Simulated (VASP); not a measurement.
# Al3GaN4 (P-43m) in VASP: vibrations by perturbation theory with PBEsol

Aim: the vibrations by perturbation theory of Al3GaN4 with PBEsol.

All numbers are computed with VASP 6.6.1; they aren't measurements. Logs are shortened: lines on timing, memory, paths and dates and some standing lists are left out, and cuts for length are marked.

## 1. The cell of the first run

It takes space group P-43m (No. 215, cubic). The conventional cell has a = 4.378 Å, b = 4.378 Å, c = 4.378 Å, α = 90.00°, β = 90.00°, γ = 90.00°. Al (site symmetry -42m) has 4 N at 1.88 Å within 2.5 Å. Ga (site symmetry -43m) has 4 N at 1.94 Å within 2.6 Å. Within 2.5 Å of N (site symmetry 3m) lie 3 Al at 1.88 Å and 1 Ga at 1.94 Å.

## 2. Vibrations by perturbation theory, PBEsol (10.49 Å³/atom)

INCAR

```
SYSTEM = Al3GaN4
  ALGO = Normal
  EDIFF = 1E-8
  ENCUT = 520
  GGA = PS
  IBRION = 8
  ISIF = 2
  ISMEAR = 0
  LASPH = .TRUE.
  LCHARG = .TRUE.
  LEPSILON = .TRUE.
  LREAL = .FALSE.
  LWAVE = .FALSE.
  NELM = 80
  NSW = 1
  PREC = Accurate
  SIGMA = 0.01
```

KPOINTS

```
k-points
0
G
  6 6 6
  0 0 0
```

POSCAR

```
Al3GaN4
1.0
    4.3776039098      0.0000000000      0.0000000000
    0.0000000000      4.3776039098      0.0000000000
    0.0000000000      0.0000000000      4.3776039098
Al Ga N
3 1 4
Direct
    0.5000000000      0.5000000000      0.0000000000
    0.5000000000      0.0000000000      0.5000000000
    0.0000000000      0.5000000000      0.5000000000
    0.0000000000      0.0000000000      0.0000000000
    0.7446865843      0.7446865843      0.2553134157
    0.7446865843      0.2553134157      0.7446865843
    0.2553134157      0.7446865843      0.7446865843
    0.2553134157      0.2553134157      0.2553134157
```

Potentials or basis: VASP PAW PBE potentials, release 64 (Al, Ga_d, N).

The run is started by

```bash
> cat potpaw_PBE.64/Al/POTCAR potpaw_PBE.64/Ga_d/POTCAR potpaw_PBE.64/N/POTCAR > POTCAR
> mpirun -np 1 vasp_std > vasp.out
```

OUTCAR:

```text
SYSTEM = Al3GaN4
   EDIFF = 1E-8
   ENCUT = 520
   GGA = PS
   IBRION = 8
   ISIF = 2
   ISMEAR = 0
   LASPH = .TRUE.
   LEPSILON = .TRUE.
   LREAL = .FALSE.
   NELM = 80
   NSW = 1
   PREC = Accurate

 ion  position               nearest neighbor table
   1  0.500  0.500  0.000-   5 1.88   6 1.88   7 1.88   8 1.88   3 3.10   4 3.10   2 3.10   2 3.10
                             3 3.10   2 3.10   4 3.10   2 3.10   3 3.10   4 3.10   3 3.10   4 3.10
   2  0.500  0.000  0.500-   5 1.88   6 1.88   7 1.88   8 1.88   3 3.10   4 3.10   1 3.10   1 3.10
                             4 3.10   1 3.10   3 3.10   1 3.10   3 3.10   4 3.10   4 3.10   3 3.10
   3  0.000  0.500  0.500-   5 1.88   6 1.88   7 1.88   8 1.88   2 3.10   4 3.10   1 3.10   1 3.10
                             4 3.10   2 3.10   4 3.10   4 3.10   1 3.10   2 3.10   1 3.10   2 3.10
   4  0.000  0.000  0.000-   5 1.94   6 1.94   7 1.94   8 1.94   2 3.10   3 3.10   1 3.10   2 3.10
                             3 3.10   1 3.10   3 3.10   3 3.10   1 3.10   2 3.10   2 3.10   1 3.10
   5  0.745  0.745  0.255-   1 1.88   2 1.88   3 1.88   4 1.94
   6  0.745  0.255  0.745-   1 1.88   2 1.88   3 1.88   4 1.94
   7  0.255  0.745  0.745-   1 1.88   2 1.88   3 1.88   4 1.94
   8  0.255  0.255  0.255-   1 1.88   2 1.88   3 1.88   4 1.94

  LATTYP: Found a simple cubic cell.
 ALAT       =     4.3776039098

  Lattice vectors:

 A1 = (   4.3776039098,   0.0000000000,   0.0000000000)
[... 937 lines left out ...]
  5Z     2.770009    2.770009    4.102642   -2.424510    2.696016    3.725718    2.696016   -2.424510    3.725718   -2.474583   -2.474583    3.191818   -0.571307   -0.571307  -19.966761    0.054522    0.002365    2.861964    0.002365    0.054522    2.861964   -0.052512   -0.052512   -0.503065
  6X     3.725718   -2.424510   -2.696016    3.725718    2.696016    2.424510    4.102642    2.770009   -2.770009    3.191818   -2.474583    2.474583   -0.503065   -0.052512    0.052512  -19.966761   -0.571307    0.571307    2.861964    0.002365   -0.054522    2.861964    0.054522   -0.002365
  6Y    -2.424510    3.725718    2.696016    2.770009    4.102642    2.770009    2.696016    3.725718   -2.424510   -2.474583    3.191818   -2.474583    0.054522    2.861964    0.002365   -0.571307  -19.966761   -0.571307    0.002365    2.861964    0.054522   -0.052512   -0.503065   -0.052512
  6Z    -2.770009    2.770009    4.102642    2.424510    2.696016    3.725718   -2.696016   -2.424510    3.725718    2.474583   -2.474583    3.191818   -0.054522    0.002365    2.861964    0.571307   -0.571307  -19.966761    0.052512   -0.052512   -0.503065   -0.002365    0.054522    2.861964
  7X     3.725718   -2.424510    2.696016    3.725718    2.696016   -2.424510    4.102642    2.770009    2.770009    3.191818   -2.474583   -2.474583    2.861964    0.054522    0.002365    2.861964    0.002365    0.054522  -19.966761   -0.571307   -0.571307   -0.503065   -0.052512   -0.052512
  7Y    -2.424510    3.725718   -2.696016    2.770009    4.102642   -2.770009    2.696016    3.725718    2.424510   -2.474583    3.191818    2.474583   -0.052512   -0.503065    0.052512    0.002365    2.861964   -0.054522   -0.571307  -19.966761    0.571307    0.054522    2.861964   -0.002365
  7Z     2.770009   -2.770009    4.102642   -2.424510   -2.696016    3.725718    2.696016    2.424510    3.725718   -2.474583    2.474583    3.191818    0.002365   -0.054522    2.861964   -0.052512    0.052512   -0.503065   -0.571307    0.571307  -19.966761    0.054522   -0.002365    2.861964
  8X     3.725718    2.424510   -2.696016    3.725718   -2.696016    2.424510    4.102642   -2.770009   -2.770009    3.191818    2.474583    2.474583    2.861964   -0.002365   -0.054522    2.861964   -0.054522   -0.002365   -0.503065    0.052512    0.052512  -19.966761    0.571307    0.571307
  8Y     2.424510    3.725718   -2.696016   -2.770009    4.102642   -2.770009   -2.696016    3.725718    2.424510    2.474583    3.191818    2.474583   -0.002365    2.861964   -0.054522    0.052512   -0.503065    0.052512   -0.054522    2.861964   -0.002365    0.571307  -19.966761    0.571307
  8Z    -2.770009   -2.770009    4.102642    2.424510   -2.696016    3.725718   -2.696016    2.424510    3.725718    2.474583    2.474583    3.191818    0.052512    0.052512   -0.503065   -0.002365   -0.054522    2.861964   -0.054522   -0.002365    2.861964    0.571307    0.571307  -19.966761

 Eigenvectors and eigenvalues of the dynamical matrix
 ----------------------------------------------------

   1 f  =   21.572698 THz   135.545260 2PiTHz  719.587754 cm-1    89.217471 meV
             X         Y         Z           dx          dy          dz
      2.188802  2.188802  0.000000     0.000000    0.000000    0.000000
      2.188802  0.000000  2.188802     0.000000    0.000000    0.000000
      0.000000  2.188802  2.188802    -0.000000   -0.000000    0.000000
      0.000000  0.000000  0.000000     0.000000   -0.000000    0.000000
      3.259943  3.259943  1.117661    -0.333573    0.370616    0.037043
      3.259943  1.117661  3.259943    -0.333573   -0.370616   -0.037043
      1.117661  3.259943  3.259943     0.333573    0.370616   -0.037043
      1.117661  1.117661  1.117661     0.333573   -0.370616    0.037043
[... 243 lines left out ...]
  24 f/i=    0.004210 THz     0.026452 2PiTHz    0.140430 cm-1     0.017411 meV
             X         Y         Z           dx          dy          dz
      2.188802  2.188802  0.000000     0.027421    0.357044   -0.047558
      2.188802  0.000000  2.188802     0.027421    0.356898   -0.047577
      0.000000  2.188802  2.188802     0.027410    0.357044   -0.047577
      0.000000  0.000000  0.000000     0.044120    0.574478   -0.076551
      3.259943  3.259943  1.117661     0.019792    0.257170   -0.034307
      3.259943  1.117661  3.259943     0.019709    0.257165   -0.034301
      1.117661  3.259943  3.259943     0.019718    0.257155   -0.034234
      1.117661  1.117661  1.117661     0.019782    0.257161   -0.034228

--------------------------------------------------------------------------------------------------------

 MACROSCOPIC STATIC DIELECTRIC TENSOR IONIC CONTRIBUTION
 ------------------------------------------------------
           3.814061    -0.000000    -0.000000
          -0.000000     3.814061    -0.000000
          -0.000000    -0.000000     3.814061
 ------------------------------------------------------

 ELASTIC MODULI CONTR FROM IONIC RELAXATION (kBar)
 Direction    XX          YY          ZZ          XY          YZ          ZX
 --------------------------------------------------------------------------------
 XX          -3.3236      1.6071      1.6071     -0.0000     -0.0000      0.0000
 YY           1.6071     -3.3236      1.6071     -0.0000      0.0000     -0.0000
 ZZ           1.6071      1.6071     -3.3236      0.0000     -0.0000     -0.0000
 XY          -0.0000     -0.0000      0.0000   -527.1738      0.0000      0.0000
 YZ           0.0000     -0.0000     -0.0000      0.0000   -527.1738      0.0000
 ZX           0.0000     -0.0000      0.0000     -0.0000      0.0000   -527.1738
 --------------------------------------------------------------------------------

 PIEZOELECTRIC TENSOR IONIC CONTR  for field in x, y, z        (C/m^2)
          XX          YY          ZZ          XY          YZ          ZX
  --------------------------------------------------------------------------------
  x     0.00000    -0.00000     0.00000    -0.00000     1.32507    -0.00000
  y    -0.00000     0.00000    -0.00000     0.00000    -0.00000     1.32507
  z     0.00000     0.00000    -0.00000     1.32507    -0.00000    -0.00000
```

OSZICAR:

```text
N       E                     dE             d eps       ncg     rms          rms(c)
DAV:   1     0.354346715980E+03    0.35435E+03   -0.20125E+04  1086   0.202E+03
DAV:   2    -0.228713222680E+02   -0.37722E+03   -0.36627E+03  1266   0.475E+02
[... 239 lines left out ...]
RMM:  10    -0.244402183373E+00    0.26344E-07   -0.56284E-09  7758   0.279E-04    0.782E-05
RMM:  11    -0.244401848755E+00    0.33462E-06   -0.52877E-08  7465   0.160E-04    0.154E-05
RMM:  12    -0.244401998341E+00   -0.14959E-06   -0.32713E-08  7376   0.110E-04    0.160E-05
RMM:  13    -0.244401954069E+00    0.44272E-07   -0.40947E-08  8151   0.890E-05    0.862E-06
RMM:  14    -0.244401966785E+00   -0.12716E-07   -0.17390E-08  7719   0.839E-05    0.685E-06
RMM:  15    -0.244401965570E+00    0.12153E-08   -0.60689E-09  8264   0.789E-05    0.407E-06
 Linear response finished
```

stdout:

```text
POSCAR found type information on POSCAR AlGaN
 POSCAR found :  3 types and       8 ions
 scaLAPACK will be used
 -----------------------------------------------------------------------------
|                                                                             |
|                                                                             |
|     You enforced a specific xc type in the INCAR file but a different       |
[... 47 lines left out ...]
 force on displaced ion       4 direction 1 : -18.847   0.000   0.000
 Born effective charge ion    4 direction 1 :   2.513   0.000   0.000
 Linear response progress:
 first order change of Fermi-energy  -0.36635E+00
 force on displaced ion       5 direction 1 : -19.967   0.571  -0.571
 Born effective charge ion    5 direction 1 :  -2.540  -0.062   0.062
 Born effective charges drift removed
 Linear response finished
```

It took 47 min on 1 thread of Intel Xeon 8259CL, shared host; peak memory 0.56 GiB.

What came out:

* Electronic dielectric tensor (diagonal): 4.86
* Born charges (mean of the diagonal): Al +2.55; Ga +2.51; N -2.54 e
* Highest phonon frequency at Γ, LO-TO splitting left out: 720 cm⁻¹

Phonon frequencies in cm⁻¹ (negative: imaginary):
```csv
q point,frequencies
"(0.000, 0.000, 0.000)",0 0 0 243 243 243 329 329 329 527 527 527 626 626 626 683 683 683 683 683 683 700 720 720
```

Electronic dielectric tensor:
```
4.86 0.00 0.00
0.00 4.86 0.00
0.00 0.00 4.86
```

Born effective charge tensors (e):
atom 1, Al
```
2.61 0.00 0.00
0.00 2.61 0.00
0.00 0.00 2.42
```
atom 2, Al
```
2.61 0.00 0.00
0.00 2.42 0.00
0.00 0.00 2.61
```
atom 3, Al
```
2.42 0.00 0.00
0.00 2.61 0.00
0.00 0.00 2.61
```
atom 4, Ga
```
2.51 0.00 0.00
0.00 2.51 0.00
0.00 0.00 2.51
```
atom 5, N
```
-2.54 -0.06  0.06
-0.06 -2.54  0.06
 0.06  0.06 -2.54
```
atom 6, N
```
-2.54  0.06 -0.06
 0.06 -2.54  0.06
-0.06  0.06 -2.54
```
atom 7, N
```
-2.54  0.06  0.06
 0.06 -2.54 -0.06
 0.06 -0.06 -2.54
```
atom 8, N
```
-2.54 -0.06 -0.06
-0.06 -2.54 -0.06
-0.06 -0.06 -2.54
```

Caveat: the cell stands under pressure or tension, which shifts response properties; the PAW data sets were made with another functional, which shifts forces and pressure a little.
